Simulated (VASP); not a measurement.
A run of VASP 6.6.1 is set up as follows.

Contents of INCAR:

```
SYSTEM = Si
ALGO = Normal ; EDIFF = 1E-6
ENCUT = 500 ; GGA = PS
GGA_COMPAT = .FALSE. ; ISIF = 2
ISMEAR = 0 ; LASPH = .TRUE.
LCHARG = .FALSE. ; LREAL = .FALSE.
LWAVE = .FALSE. ; NBANDS = 11
NELM = 120 ; PREC = Accurate
SIGMA = 0.01
```

KPOINTS

```
k-points
0
G
  10 10 10
  0 0 0
```

POSCAR

```
Si
1.0
    0.0212946714      2.7108588914      2.6895642200
    2.7108588914      0.0212946714      2.6895642200
    2.7321535628      2.7321535628      0.0000000000
Si
2
Direct
    0.0011229887      0.0011229887     -0.0011229887
    0.2488770113      0.2488770113      0.2511229887
```

Potentials or basis: VASP PAW PBE potentials, release 64 (Si).

The run is started by

```sh
$ cat potpaw_PBE.64/Si/POTCAR > POTCAR
$ mpirun -np 1 vasp_std > vasp.out
```

Problem. What does it give for the pressure?

Solution. 1.5 GPa.

Problem. Estimate the band gap on the k mesh.

Solution. 0.32 eV (least direct gap 2.39 eV).

Stress tensor (GPa, compression positive):
```
 1.28 -1.17  0.00
-1.17  1.28  0.00
 0.00  0.00  1.99
```

Caveat: semilocal functionals underestimate gaps, and a narrow one can read as zero; the PAW data sets were made with another functional, which shifts forces and pressure a little. A k mesh can miss the band edges.
